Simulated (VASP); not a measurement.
# In (I4/mmm) in VASP: relaxation of cell and atoms with PBEsol

Aim: the relaxation of cell and atoms of In with PBEsol.

All numbers are computed with VASP 6.6.1; they aren't measurements. Logs are shortened: lines on timing, memory, paths and dates and some standing lists are left out, and cuts for length are marked.

### Step 1. The cell of the first run

It takes space group I4/mmm (No. 139, tetragonal). Conventional cell: a = 3.251 Å, b = 3.251 Å, c = 4.947 Å, α = 90.00°, β = 90.00°, γ = 90.00°. In (site symmetry 4/mmm) has 12 In at 3.25 to 3.38 Å within 4.3 Å.

### Step 2. Relaxation of cell and atoms, PBEsol

INCAR

```
PREC = Accurate
ENCUT = 600
EDIFF = 1E-6
ISMEAR = -1
SIGMA = 0.08
LREAL = F
LASPH = T
NELM = 60
ALGO = Normal
ISIF = 3
LWAVE = F
LCHARG = F
GGA = PS
IBRION = 2
NSW = 100
EDIFFG = -0.002
```

KPOINTS

```
regular mesh
0
Gamma
  26 26 26
```

POSCAR

```
In
1.0
   -1.6254700000      1.6254700000      2.4737000000
    1.6254700000     -1.6254700000      2.4737000000
    1.6254700000      1.6254700000     -2.4737000000
In
1
Direct
    0.0000000000      0.0000000000      0.0000000000
```

Potentials or basis: VASP PAW PBE potentials, release 64 (In_d).

The run is started by

```console
> cat potpaw_PBE.64/In_d/POTCAR > POTCAR
> mpirun -np 1 vasp_std > vasp.out
```

OUTCAR:

```text
PREC = Accurate
   ENCUT = 600
   EDIFF = 1E-6
   ISMEAR = -1
   LREAL = F
   LASPH = T
   NELM = 60
   ISIF = 3
   GGA = PS
   IBRION = 2
   NSW = 100
   EDIFFG = -0.002

 ion  position               nearest neighbor table
   1  0.000  0.000  0.000-

  LATTYP: Found a body centered tetragonal cell.
 ALAT       =     3.2509400000
 C/A-ratio  =     1.5218367611

  Lattice vectors:

 A1 = (  -1.6254700000,   1.6254700000,   2.4737000000)
 A2 = (   1.6254700000,  -1.6254700000,   2.4737000000)
 A3 = (   1.6254700000,   1.6254700000,  -2.4737000000)

Analysis of symmetry for initial positions (statically):
=====================================================================
 Subroutine PRICEL returns:
 Original cell was already a primitive cell.

 Routine SETGRP: Setting up the symmetry group for a
 body centered tetragonal supercell.

 Subroutine GETGRP returns: Found 16 space group operations
 (whereof 16 operations were pure point group operations)
 out of a pool of 16 trial point group operations.

The static configuration has the point symmetry D_4h.

Analysis of symmetry for dynamics (positions and initial velocities):
=====================================================================
 Subroutine PRICEL returns:
 Original cell was already a primitive cell.

 Routine SETGRP: Setting up the symmetry group for a
 body centered tetragonal supercell.

 Subroutine GETGRP returns: Found 16 space group operations
 (whereof 16 operations were pure point group operations)
 out of a pool of 16 trial point group operations.

The dynamic configuration has the point symmetry D_4h.

 Subroutine INISYM returns: Found 16 space group operations
 (whereof 16 operations are pure point group operations),
 and found     1 'primitive' translations

----------------------------------------------------------------------------------------

                                     Primitive cell

  volume of cell :      26.1436

  direct lattice vectors                    reciprocal lattice vectors
    -1.625470000  1.625470000  2.473700000     0.000000000  0.307603339  0.202126369
     1.625470000 -1.625470000  2.473700000     0.307603339  0.000000000  0.202126369
     1.625470000  1.625470000 -2.473700000     0.307603339  0.307603339  0.000000000

  length of vectors
     3.376906444  3.376906444  3.376906444     0.368069129  0.368069129  0.435016814

  position of ions in fractional coordinates (direct lattice)
     0.000000000  0.000000000  0.000000000

  ion indices of the primitive-cell ions
   primitive index   ion index
                 1           1

----------------------------------------------------------------------------------------

 KPOINTS: regular mesh

Automatic generation of k-mesh.
 Grid dimensions read from file:
 generate k-points for:   26   26   26

 Generating k-lattice:

  Cartesian coordinates                     Fractional coordinates (reciprocal lattice)
     0.000000000  0.011830898  0.007774091     0.038461538  0.000000000  0.000000000
     0.011830898  0.000000000  0.007774091     0.000000000  0.038461538  0.000000000
     0.011830898  0.011830898  0.000000000     0.000000000  0.000000000  0.038461538

  Length of vectors
     0.014156505  0.014156505  0.016731416

  Shift w.r.t. Gamma in fractional coordinates (k-lattice)
     0.000000000  0.000000000  0.000000000

 Subroutine IBZKPT returns following result:
 ===========================================

 Found   1330 irreducible k-points:

 Following reciprocal coordinates:
            Coordinates               Weight
  0.000000  0.000000  0.000000      1.000000
  0.038462  0.000000 -0.000000      8.000000
  0.076923  0.000000 -0.000000      8.000000
  0.115385 -0.000000  0.000000      8.000000
  0.153846  0.000000  0.000000      8.000000
  0.192308  0.000000 -0.000000      8.000000
[... 16 lines left out ...]
  0.346154  0.038462 -0.000000     16.000000
  0.384615  0.038462 -0.000000     16.000000
 [... further k-points ...]
   k-points           NKPTS =   1330   k-points in BZ     NKDIM =   1330   number of bands    NBANDS=     10
   number of dos      NEDOS =    301   number of ions     NIONS =      1
   total plane-waves  NPLWV =  21952
   dimension x,y,z NGX =    28 NGY =   28 NGZ =   28
   dimension x,y,z NGXF=    56 NGYF=   56 NGZF=   56
   ions per type =               1
   NGX,Y,Z   is equivalent  to a cutoff of  13.78, 13.78, 13.78 a.u.
   NGXF,Y,Z  is equivalent  to a cutoff of  27.57, 27.57, 27.57 a.u.
 SYSTEM =  unknown system
   PREC   = accura    normal or accurate (medium, high low for compatibility)
   ISTART =      0    job   : 0-new  1-cont  2-samecut
   ICHARG =      2    charge: 1-file 2-atom 10-const
   ISPIN  =      1    spin polarized calculation?
   LNONCOLLINEAR =      F non collinear calculations
   LSORBIT =      F    spin-orbit coupling
   LASPH  =      T    aspherical Exc in radial PAW
   ENCUT  =  600.0 eV  44.10 Ry    6.64 a.u.   6.74  6.74  6.74*2*pi/ulx,y,z
   NELM   =     60;   NELMIN=  2; NELMDL= -5     # of ELM steps
   EDIFF  = 0.1E-05   stopping-criterion for ELM
   LREAL  =      F    real-space projection
   EDIFFG = -.2E-02   stopping-criterion for IOM
   NSW    =    100    number of steps for IOM
   IBRION =      2    ionic relax: 0-MD 1-quasi-New 2-CG
   NFREE  =      1    steps in history (QN), initial steepest desc. (CG)
   ISIF   =      3    stress and relaxation
   ISYM   =      2    0-nonsym 1-usesym 2-fastsym
   POTIM  = 0.5000    time-step for ionic-motion
   TEBEG  =    0.0;   TEEND  =   0.0 temperature during run
   PSTRESS=    0.0 pullay stress
   NELECT =      13.0000    total number of electrons
   NUPDOWN=      -1.0000    fix difference up-down
   EMIN   =  10.00;   EMAX   =-10.00  energy-range for DOS
   EFERMI =   0.00;   METHOD = LEGACY
   ISMEAR =    -1;   SIGMA  =   0.08  broadening in eV -4-tet -1-fermi 0-gaus
   EFERMI_NEDOS =   21; number of points for ismear=-14 and -15
   IALGO  =     38    algorithm
   IMIX   =      4    mixing-type and parameters
     AMIX     =   0.40;   BMIX     =  1.00
     AMIX_MAG =   1.60;   BMIX_MAG =  1.00
  volume/ion in A,a.u.               =      26.14       176.43
  Fermi-wavevector in a.u.,A,eV,Ry     =   1.296983  2.450943 22.887245  1.682165
  Thomas-Fermi vector in A             =   2.428405
   LORBIT       =      0    0 simple, 1 ext, 2 COOP (PROOUT), +10 PAW based schemes
   GGA     = PS    functional components
   LHFCALC =     F    Hartree Fock is set to
   AEXX    =    0.0000 exact exchange contribution
   IVDW    =     0    specifies the selected vdW correction
   LEPSILON=     F    determine dielectric tensor
   LRPA    =     F    only Hartree local field effects (RPA)
 conjugate gradient relaxation of ions
 non-spin polarized calculation
  energy-cutoff  :      600.00
  volume of cell :       26.14
 maximum number of plane-waves:       902
   NGX = 13   NGY = 13   NGZ = 13

--------------------------------------- Ionic step        1  -------------------------------------------

 number of electron      13.0000006 magnetization

 Free energy of the ion-electron system (eV)
  ---------------------------------------------------
  ext. energy  EPLUGINS =         0.00000000
  ---------------------------------------------------
  free energy    TOTEN  =        -2.98774443 eV

  energy without entropy =       -2.97828255  energy(sigma->0) =       -2.98301349

------------------------ aborting loop because EDIFF is reached ----------------------------------------

  FORCE on cell =-STRESS in cart. coord.  units (eV):
  Direction    XX          YY          ZZ          XY          YZ          ZX
  --------------------------------------------------------------------------------------
  -------------------------------------------------------------------------------------
  Total       -0.1504693     -0.1504693     -0.1478570      0.0000000      0.0000000      0.0000000
  in kB       -9.2213292     -9.2213292     -9.0612407      0.0000000      0.0000000      0.0000000
  external PRESSURE =      -9.1679664 kB  Pullay stress =       0.0000000 kB
[... 160 lines left out ...]
  energy  without entropy=       -2.9801952786  energy(sigma->0) =       -2.98480723

--------------------------------------- Ionic step        6  -------------------------------------------

 number of electron      13.0000003 magnetization

 Free energy of the ion-electron system (eV)
  ---------------------------------------------------
  ext. energy  EPLUGINS =         0.00000000
  ---------------------------------------------------
  free energy    TOTEN  =        -2.98942536 eV

  energy without entropy =       -2.98022203  energy(sigma->0) =       -2.98482370

 E-fermi :   7.6139     XC(G=0): -10.5129

 val. band max:        7.6057274950   @ k =  -0.1538   0.3846   0.0385
 cond. band min:       7.6146095899   @ k =   0.3077   0.2692   0.0385
 fundamental gap:      0.0088820949
 Fermi energy:         7.6139466159

 k-point     1 :       0.0000    0.0000    0.0000
  band No.  band energies     occupation
      1      -7.0358      2.00000
      2      -6.9173      2.00000
      3      -6.9173      2.00000
      4      -6.8336      2.00000
      5      -6.7180      2.00000
      6      -2.1102      2.00000
      7      18.3315      0.00000
      8      18.3315      0.00000
      9      18.5181      0.00000
     10      19.2512      0.00000
[... 287 lines left out ...]
 k-point    24 :       0.3846    0.0385   -0.0000
  band No.  band energies     occupation
      1      -7.0213      2.00000
      2      -6.9851      2.00000
      3      -6.8898      2.00000
      4      -6.6502      2.00000
      5      -6.6260      2.00000
      6       1.5234      2.00000
      7       6.4168      2.00000
      8      15.4288      0.00000
      9      16.5524      0.00000
     10      18.6948      0.00000

 [... further k-points ...]

------------------------ aborting loop because EDIFF is reached ----------------------------------------

  FORCE on cell =-STRESS in cart. coord.  units (eV):
  Direction    XX          YY          ZZ          XY          YZ          ZX
  --------------------------------------------------------------------------------------
  -------------------------------------------------------------------------------------
  Total       -0.0013985     -0.0013985      0.0014147      0.0000000     -0.0000000     -0.0000000
  in kB       -0.0875963     -0.0875963      0.0886079      0.0000000     -0.0000000     -0.0000000
  external PRESSURE =      -0.0288616 kB  Pullay stress =       0.0000000 kB
[... 16 lines left out ...]
  FREE ENERGIE OF THE ION-ELECTRON SYSTEM (eV)
  ---------------------------------------------------
  free  energy   TOTEN  =        -2.9894253627 eV

  energy  without entropy=       -2.9802220344  energy(sigma->0) =       -2.98482370

 reached required accuracy - stopping structural energy minimisation
```

Run time: 14 min. Hardware: 1 thread of Oxide Virtual Turin-like, shared host; peak memory 0.52 GiB.

What came out:

```yaml
Free_energy: -2.9894 eV
Relaxed_volume: 25.58 Å³/atom
Relaxed_cell: a = 3.355 Å, b = 3.355 Å, c = 3.355 Å, α = 122.56°, β = 122.56°, γ = 85.62°
Space_group_after_relaxing_to_0.1_Å: I4/mmm (No. 139)
Energy_gained_by_relaxing: 1.7 meV/atom
Ionic_steps: 6
Pressure_after_relaxing: 0.0 GPa
Band_gap_on_the_k_mesh: zero (an odd number of electrons rules out a gap without spin polarisation)
```

The path:
| step | energy change (eV) | largest force (eV/Å) | pressure (GPa) | volume (Å³) |
| --- | --- | --- | --- | --- |
| 1 | 0.0000 | 0.0000 | -0.92 | 26.14 |
| 2 | -0.0017 | 0.0000 | 0.00 | 25.58 |
| 3 | -0.0017 | 0.0000 | -0.01 | 25.58 |
| 4 | -0.0017 | 0.0000 | 0.00 | 25.58 |
| 5 | -0.0017 | 0.0000 | -0.01 | 25.58 |
| 6 | -0.0017 | 0.0000 | 0.00 | 25.58 |

Final structure:
```
In
1.0
    -1.61201    1.61201    2.46094
     1.61201   -1.61201    2.46094
     1.61201    1.61201   -2.46094
In
1
Direct
  0.00000 0.00000 0.00000
```

Caveat: the PAW data sets were made with another functional, which shifts forces and pressure a little; spin-orbit coupling is left out, which moves the levels of the heavy elements.
